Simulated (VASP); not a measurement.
# As (R-3m) in VASP: further runs

As is run at these levels: r2SCAN; tasks: single point.

Program: VASP 6.6.1. These are calculated values, not measurements. Logs are shortened: lines on timing, memory, paths and dates and some standing lists are left out, and cuts for length are marked.

### Step 1. The cell of the first run

The structure is trigonal, space group R-3m (No. 166). Conventional cell: a = 3.589 Å, b = 3.589 Å, c = 15.186 Å, α = 90.00°, β = 90.00°, γ = 120.00°. Within 3.3 Å of As (site symmetry 3m) lie 3 As at 2.48 Å.

### Step 2. Single point, r2SCAN

File POSCAR:

```
As
1.0
    1.7947295005      1.0361875602      5.0619263606
   -1.7947295005      1.0361875602      5.0619263606
    0.0000000000     -2.0723751204      5.0619263606
As
2
Direct
    0.7883959999      0.7883959999      0.7883959999
    0.2116040001      0.2116040001      0.2116040001
```

File INCAR.step1:

```
SYSTEM = As
PREC = Accurate ; ENCUT = 520
ISMEAR = 0 ; SIGMA = 0.01
LREAL = .FALSE. ; LASPH = .TRUE.
NELM = 80 ; NBANDS = 12
GGA = PE ; ALGO = Normal
EDIFF = 1E-4 ; LWAVE = .TRUE.
LCHARG = .FALSE.
```

File INCAR.step2:

```
SYSTEM = As
PREC = Accurate ; ENCUT = 520
EDIFF = 1E-6 ; ISMEAR = 0
SIGMA = 0.01 ; LREAL = .FALSE.
LASPH = .TRUE. ; NELM = 80
ALGO = Normal ; ISIF = 2
LWAVE = .FALSE. ; LCHARG = .FALSE.
METAGGA = R2SCAN ; LMIXTAU = .TRUE.
NBANDS = 12 ; ISTART = 1
```

File KPOINTS:

```
regular mesh
0
G
  8 8 8
  0 0 0
```

Potentials or basis: VASP PAW PBE potentials, release 64 (As).

Started as:

```sh
cat potpaw_PBE.64/As/POTCAR > POTCAR
cp INCAR.step1 INCAR
mpirun -np 1 vasp_std > vasp.out
cp INCAR.step2 INCAR
mpirun -np 1 vasp_std > vasp.out
```

OUTCAR:

```text
SYSTEM = As
   PREC = Accurate
   ENCUT = 520
   EDIFF = 1E-6
   ISMEAR = 0
   LREAL = .FALSE.
   LASPH = .TRUE.
   NELM = 80
   ISIF = 2
   METAGGA = R2SCAN
   ISTART = 1

 ion  position               nearest neighbor table
   1  0.788  0.788  0.788-   2 2.48   2 2.48   2 2.48
   2  0.212  0.212  0.212-   1 2.48   1 2.48   1 2.48

  LATTYP: Found a trigonal (rhomboedric) cell.
 ALAT       =     5.4697200221
 COS(alpha) =     0.7846733394

  Lattice vectors:

 A1 = (   1.7947295005,   1.0361875602,   5.0619263606)
 A2 = (  -1.7947295005,   1.0361875602,   5.0619263606)
 A3 = (   0.0000000000,  -2.0723751204,   5.0619263606)

Analysis of symmetry for initial positions (statically):
=====================================================================
 Subroutine PRICEL returns:
 Original cell was already a primitive cell.

 Routine SETGRP: Setting up the symmetry group for a
 trigonal (rhombohedral) supercell.

 Subroutine GETGRP returns: Found 12 space group operations
 (whereof 12 operations were pure point group operations)
 out of a pool of 12 trial point group operations.

The static configuration has the point symmetry D_3d.

Analysis of symmetry for dynamics (positions and initial velocities):
=====================================================================
 Subroutine PRICEL returns:
 Original cell was already a primitive cell.

 Routine SETGRP: Setting up the symmetry group for a
 trigonal (rhombohedral) supercell.

 Subroutine GETGRP returns: Found 12 space group operations
 (whereof 12 operations were pure point group operations)
 out of a pool of 12 trial point group operations.

The dynamic configuration has the point symmetry D_3d.

 Subroutine INISYM returns: Found 12 space group operations
 (whereof 12 operations are pure point group operations),
 and found     1 'primitive' translations

----------------------------------------------------------------------------------------

                                     Primitive cell

  volume of cell :      56.4813

  direct lattice vectors                    reciprocal lattice vectors
     1.794729500  1.036187560  5.061926361     0.278593515  0.160846041  0.065851083
    -1.794729500  1.036187560  5.061926361    -0.278593515  0.160846041  0.065851083
     0.000000000 -2.072375120  5.061926361     0.000000000 -0.321692082  0.065851083

  length of vectors
     5.469720022  5.469720022  5.469720022     0.328362849  0.328362849  0.328362849

  position of ions in fractional coordinates (direct lattice)
     0.788396000  0.788396000  0.788396000
     0.211604000  0.211604000  0.211604000

  ion indices of the primitive-cell ions
   primitive index   ion index
                 1           1
                 2           2

----------------------------------------------------------------------------------------

 KPOINTS: regular mesh

Automatic generation of k-mesh.
 Grid dimensions read from file:
 generate k-points for:    8    8    8

 Generating k-lattice:

  Cartesian coordinates                     Fractional coordinates (reciprocal lattice)
     0.034824189  0.020105755  0.008231385     0.125000000 -0.000000000  0.000000000
    -0.034824189  0.020105755  0.008231385    -0.000000000  0.125000000  0.000000000
     0.000000000 -0.040211510  0.008231385     0.000000000  0.000000000  0.125000000

  Length of vectors
     0.041045356  0.041045356  0.041045356

  Shift w.r.t. Gamma in fractional coordinates (k-lattice)
     0.000000000  0.000000000  0.000000000

 Subroutine IBZKPT returns following result:
 ===========================================

 Found     65 irreducible k-points:

 Following reciprocal coordinates:
            Coordinates               Weight
  0.000000  0.000000  0.000000      1.000000
  0.125000  0.000000  0.000000      6.000000
  0.250000  0.000000  0.000000      6.000000
  0.375000  0.000000  0.000000      6.000000
  0.500000  0.000000  0.000000      3.000000
  0.125000  0.125000  0.000000      6.000000
[... 16 lines left out ...]
  0.250000  0.125000  0.125000      6.000000
  0.375000  0.125000  0.125000      6.000000
 [... further k-points ...]
   k-points           NKPTS =     65   k-points in BZ     NKDIM =     65   number of bands    NBANDS=     12
   number of dos      NEDOS =    301   number of ions     NIONS =      2
   total plane-waves  NPLWV =  74088
   dimension x,y,z NGX =    42 NGY =   42 NGZ =   42
   dimension x,y,z NGXF=    84 NGYF=   84 NGZF=   84
   ions per type =               2
   NGX,Y,Z   is equivalent  to a cutoff of  12.77, 12.77, 12.77 a.u.
   NGXF,Y,Z  is equivalent  to a cutoff of  25.53, 25.53, 25.53 a.u.
 SYSTEM =  As
   PREC   = accura    normal or accurate (medium, high low for compatibility)
   ISTART =      1    job   : 0-new  1-cont  2-samecut
   ICHARG =      0    charge: 1-file 2-atom 10-const
   ISPIN  =      1    spin polarized calculation?
   LNONCOLLINEAR =      F non collinear calculations
   LSORBIT =      F    spin-orbit coupling
   LASPH  =      T    aspherical Exc in radial PAW
   ENCUT  =  520.0 eV  38.22 Ry    6.18 a.u.  10.17 10.17 10.17*2*pi/ulx,y,z
   NELM   =     80;   NELMIN=  2; NELMDL=  0     # of ELM steps
   EDIFF  = 0.1E-05   stopping-criterion for ELM
   LREAL  =      F    real-space projection
   EDIFFG = 0.1E-04   stopping-criterion for IOM
   NSW    =      0    number of steps for IOM
   IBRION =     -1    ionic relax: 0-MD 1-quasi-New 2-CG
   NFREE  =      0    steps in history (QN), initial steepest desc. (CG)
   ISIF   =      2    stress and relaxation
   ISYM   =      2    0-nonsym 1-usesym 2-fastsym
   POTIM  = 0.5000    time-step for ionic-motion
   TEBEG  =    0.0;   TEEND  =   0.0 temperature during run
   PSTRESS=    0.0 pullay stress
   NELECT =      10.0000    total number of electrons
   NUPDOWN=      -1.0000    fix difference up-down
   EMIN   =  10.00;   EMAX   =-10.00  energy-range for DOS
   EFERMI =   0.00;   METHOD = LEGACY
   ISMEAR =     0;   SIGMA  =   0.01  broadening in eV -4-tet -1-fermi 0-gaus
   EFERMI_NEDOS =   21; number of points for ismear=-14 and -15
   IALGO  =     38    algorithm
   IMIX   =      4    mixing-type and parameters
     AMIX     =   0.40;   BMIX     =  1.00
     AMIX_MAG =   1.60;   BMIX_MAG =  1.00
  volume/ion in A,a.u.               =      28.24       190.58
  Fermi-wavevector in a.u.,A,eV,Ry     =   0.919263  1.737156 11.497540  0.845045
  Thomas-Fermi vector in A             =   2.044438
   LORBIT       =      0    0 simple, 1 ext, 2 COOP (PROOUT), +10 PAW based schemes
   METAGGA = R2SCAN    functional components
   LHFCALC =     F    Hartree Fock is set to
   AEXX    =    0.0000 exact exchange contribution
   IVDW    =     0    specifies the selected vdW correction
   LEPSILON=     F    determine dielectric tensor
   LRPA    =     F    only Hartree local field effects (RPA)
 non-spin polarized calculation
 Gauss-broadening in eV      SIGMA  =   0.01
  energy-cutoff  :      520.00
  volume of cell :       56.48
 maximum number of plane-waves:      1543
 NGX is ok and might be reduce to    42
   NGX = 21   NGY = 21   NGZ = 21

 number of electron      10.0000000 magnetization

 Free energy of the ion-electron system (eV)
  ---------------------------------------------------
  ext. energy  EPLUGINS =         0.00000000
  ---------------------------------------------------
  free energy    TOTEN  =       -29.41566295 eV

  energy without entropy =      -29.41566295  energy(sigma->0) =      -29.41566295

 E-fermi :   2.7739     XC(G=0):  -8.8456

 val. band max:        2.7159238116   @ k =   0.5000   0.5000   0.5000
 cond. band min:       3.2675399172   @ k =   0.3750   0.0000   0.0000
 fundamental gap:      0.5516161056
 Fermi energy:         2.7738577923

 k-point     1 :       0.0000    0.0000    0.0000
  band No.  band energies     occupation
      1     -12.4300      2.00000
      2      -5.1245      2.00000
      3       0.3459      2.00000
      4       1.6969      2.00000
      5       1.6969      2.00000
      6       4.5899      0.00000
      7       5.6308      0.00000
      8       5.6308      0.00000
      9      11.2233      0.00000
     10      12.2791      0.00000
     11      12.2791      0.00000
     12      12.7711      0.00000

 k-point     2 :       0.1250    0.0000    0.0000
  band No.  band energies     occupation
      1     -12.2074      2.00000
      2      -5.1586      2.00000
      3       0.2091      2.00000
      4       0.5438      2.00000
      5       1.2708      2.00000
      6       4.7920      0.00000
      7       6.0344      0.00000
      8       6.1744      0.00000
      9      10.2001      0.00000
     10      11.5961      0.00000
     11      12.0847      0.00000
     12      12.8741      0.00000

 k-point     3 :       0.2500    0.0000    0.0000
  band No.  band energies     occupation
      1     -11.5552      2.00000
      2      -5.5695      2.00000
      3      -1.3863      2.00000
      4       0.5191      2.00000
      5       0.9680      2.00000
      6       3.6844      0.00000
      7       6.4470      0.00000
      8       6.4789      0.00000
      9       9.7390      0.00000
     10      11.2253      0.00000
     11      12.7850      0.00000
     12      13.9266      0.00000

 k-point     4 :       0.3750    0.0000    0.0000
  band No.  band energies     occupation
      1     -10.5558      2.00000
      2      -6.7796      2.00000
      3      -1.7217      2.00000
      4      -0.0421      2.00000
      5       1.0237      2.00000
      6       3.2675      0.00000
      7       5.2335      0.00000
      8       6.4981      0.00000
      9       9.0710      0.00000
     10      12.3049      0.00000
     11      13.7687      0.00000
     12      14.8431      0.00000

 k-point     5 :       0.5000    0.0000    0.0000
  band No.  band energies     occupation
      1      -9.7797      2.00000
      2      -7.7450      2.00000
      3      -1.5409      2.00000
      4      -0.2420      2.00000
      5       0.6970      2.00000
      6       3.6843      0.00000
      7       4.4434      0.00000
      8       6.4451      0.00000
      9       8.7314      0.00000
     10      11.6930      0.00000
     11      15.6892      0.00000
     12      15.6960      0.00000
[... 228 lines left out ...]
      1      -9.7840      2.00000
      2      -7.6260      2.00000
      3      -1.8787      2.00000
      4      -0.3231      2.00000
      5      -0.2059      2.00000
      6       4.3966      0.00000
      7       6.4784      0.00000
      8       7.0187      0.00000
      9       9.1068      0.00000
     10      11.7381      0.00000
     11      12.2748      0.00000
     12      14.4383      0.00000

 k-point    22 :       0.1250    0.1250    0.1250
  band No.  band energies     occupation
      1     -12.4177      2.00000
      2      -5.2476      2.00000
      3       0.6264      2.00000
      4       1.6997      2.00000
      5       1.6997      2.00000
      6       4.5496      0.00000
      7       5.6069      0.00000
      8       5.6069      0.00000
      9      10.9366      0.00000
     10      12.3367      0.00000
     11      12.3367      0.00000
     12      12.6529      0.00000

 k-point    23 :       0.2500    0.1250    0.1250
  band No.  band energies     occupation
      1     -12.1880      2.00000
      2      -5.3277      2.00000
      3       0.0818      2.00000
      4       1.0737      2.00000
      5       1.2871      2.00000
      6       4.6908      0.00000
      7       5.9601      0.00000
      8       6.2649      0.00000
      9      10.2160      0.00000
     10      11.4031      0.00000
     11      12.0854      0.00000
     12      13.0976      0.00000

 k-point    24 :       0.3750    0.1250    0.1250
  band No.  band energies     occupation
      1     -11.5303      2.00000
      2      -5.6939      2.00000
      3      -1.5680      2.00000
      4       0.5284      2.00000
      5       1.5032      2.00000
      6       3.6351      0.00000
      7       6.4174      0.00000
      8       6.7527      0.00000
      9       9.6929      0.00000
     10      11.1728      0.00000
     11      12.8429      0.00000
     12      13.3661      0.00000

 [... further k-points ...]

------------------------ aborting loop because EDIFF is reached ----------------------------------------

  FORCE on cell =-STRESS in cart. coord.  units (eV):
  Direction    XX          YY          ZZ          XY          YZ          ZX
  --------------------------------------------------------------------------------------
  -------------------------------------------------------------------------------------
  Total        0.0413913      0.0413913      0.0793444      0.0000000      0.0000000      0.0000000
  in kB        1.1741266      1.1741266      2.2507257      0.0000000      0.0000000      0.0000000
  external PRESSURE =       1.5329930 kB  Pullay stress =       0.0000000 kB

 VOLUME and BASIS-vectors are now :
 -----------------------------------------------------------------------------
  energy-cutoff  :      520.00
  volume of cell :       56.48
      direct lattice vectors                 reciprocal lattice vectors
     1.794729500  1.036187560  5.061926361     0.278593515  0.160846041  0.065851083
    -1.794729500  1.036187560  5.061926361    -0.278593515  0.160846041  0.065851083
     0.000000000 -2.072375120  5.061926361     0.000000000 -0.321692082  0.065851083

 POSITION                                       TOTAL-FORCE (eV/Angst)
 -----------------------------------------------------------------------------------
      0.00000      0.00000     11.97241         0.000000      0.000000     -0.055516
      0.00000      0.00000      3.21337         0.000000      0.000000      0.055516
 -----------------------------------------------------------------------------------
    total drift:                               -0.000000      0.000000     -0.000000

  FREE ENERGIE OF THE ION-ELECTRON SYSTEM (eV)
  ---------------------------------------------------
  free  energy   TOTEN  =       -29.4156629492 eV

  energy  without entropy=      -29.4156629492  energy(sigma->0) =      -29.41566295
```

Run time: 7.8 min. Hardware: 1 thread of AMD EPYC 7R43 (Zen 3), shared host; peak memory 0.25 GiB.

Results:

- Free energy: -29.4157 eV
- Pressure: 0.2 GPa
- Largest force: 0.056 eV/Å
- Band gap on the k mesh: 0.55 eV, indirect (least direct gap 1.17 eV)

Forces in eV/Å, atoms in the order of the input:
```
As   0.000  0.000 -0.056
As   0.000  0.000  0.056
```

Stress tensor (GPa, compression positive):
```
0.12 0.00 0.00
0.00 0.12 0.00
0.00 0.00 0.23
```

Levels at points of the mesh, in eV from the valence-band top:
| k point | band 2 | band 3 | band 4 | band 5 | band 6 | band 7 | band 8 | band 9 |
| --- | --- | --- | --- | --- | --- | --- | --- | --- |
| (0.00, 0.00, 0.00) | -7.84 | -2.37 | -1.02 | -1.02 | 1.87 | 2.91 | 2.91 | 8.51 |
| (0.50, 0.00, 0.00) | -10.46 | -4.26 | -2.96 | -2.02 | 0.97 | 1.73 | 3.73 | 6.02 |
| (0.50, 0.50, 0.00) | -10.34 | -4.59 | -3.04 | -2.92 | 1.68 | 3.76 | 4.30 | 6.39 |
| (0.50, 0.50, 0.50) | -8.57 | -1.00 | -1.00 | 0.00 | 1.17 | 2.76 | 2.76 | 6.67 |

Caveat: the PAW data sets were made with another functional, which shifts forces and pressure a little.

### Step 3. Single point, r2SCAN

File POSCAR:

```
As
1.0
    1.7947295005      1.0361875602      5.0619263605
   -1.7947295005      1.0361875602      5.0619263605
    0.0000000000     -2.0723751204      5.0619263605
As
2
Direct
    0.7883959999      0.7883959999      0.7883959999
    0.2116040001      0.2116040001      0.2116040001
```

File INCAR.step1:

```
SYSTEM = As
PREC     = Accurate       ! precision mode
ENCUT    = 520            ! plane-wave cutoff, eV
ISMEAR   = -1             ! smearing method
SIGMA    = 0.1            ! smearing width, eV
LREAL    = .False.        ! projectors in reciprocal space
LASPH    = .True.         ! aspherical terms in the spheres
NELM     = 60             ! most SCF steps
NBANDS   = 12             ! bands
GGA      = PE             ! functional
ALGO     = Normal         ! electronic algorithm
EDIFF    = 1E-4           ! SCF threshold, eV
LWAVE    = .True.         ! write WAVECAR
LCHARG   = .False.        ! write CHGCAR
```

File INCAR.step2:

```
SYSTEM = As
PREC     = Accurate       ! precision mode
ENCUT    = 520            ! plane-wave cutoff, eV
EDIFF    = 1E-6           ! SCF threshold, eV
ISMEAR   = -1             ! smearing method
SIGMA    = 0.1            ! smearing width, eV
LREAL    = .False.        ! projectors in reciprocal space
LASPH    = .True.         ! aspherical terms in the spheres
NELM     = 60             ! most SCF steps
ALGO     = Normal         ! electronic algorithm
ISIF     = 2              ! what is computed and relaxed
LWAVE    = .False.        ! write WAVECAR
LCHARG   = .True.         ! write CHGCAR
METAGGA  = R2SCAN         ! meta-GGA
LMIXTAU  = .True.       
LELF     = .True.         ! ELF
LVHAR    = .True.       
NBANDS   = 12             ! bands
ISTART   = 1
```

File KPOINTS:

```
Automatic mesh
0
Gamma
  12 12 12
  0 0 0
```

Potentials or basis: VASP PAW PBE potentials, release 64 (As).

Started as:

```sh
cat potpaw_PBE.64/As/POTCAR > POTCAR
cp INCAR.step1 INCAR
mpirun -np 1 vasp_std > vasp.out
cp INCAR.step2 INCAR
mpirun -np 1 vasp_std > vasp.out
```

Wall time 27 min (1 thread of AMD EPYC 7R43 (Zen 3), shared host); peak memory 0.29 GiB.

The run converged. Its results:

```yaml
Free_energy: -29.4193 eV
Pressure: 0.1 GPa
Largest_force: 0.060 eV/Å
Band_gap_on_the_k_mesh: 0.54 eV, indirect (least direct gap 1.17 eV)
```

Forces on the atoms (eV/Å):
```
As   0.000  0.000 -0.060
As   0.000  0.000  0.060
```

Stress tensor (GPa, compression positive):
```
0.08 0.00 0.00
0.00 0.08 0.00
0.00 0.00 0.24
```

Levels at points of the mesh, in eV from the valence-band top:
```tsv
k point	band 1	band 2	band 3	band 4	band 5	band 6	band 7	band 8	band 9	band 10
(0.00, 0.00, 0.00)	-15.15	-7.84	-2.37	-1.02	-1.02	1.87	2.92	2.92	8.51	9.56
(0.50, 0.00, 0.00)	-12.50	-10.46	-4.26	-2.96	-2.02	0.97	1.73	3.73	6.02	8.98
(0.50, 0.50, 0.00)	-12.50	-10.34	-4.59	-3.04	-2.92	1.68	3.76	4.30	6.39	9.02
(0.50, 0.50, 0.50)	-15.06	-8.57	-1.00	-1.00	0.00	1.17	2.76	2.76	6.67	9.05
```

Caveat: the PAW data sets were made with another functional, which shifts forces and pressure a little. r2SCAN opens gaps a little over a GGA but as a rule still falls short of measured ones.
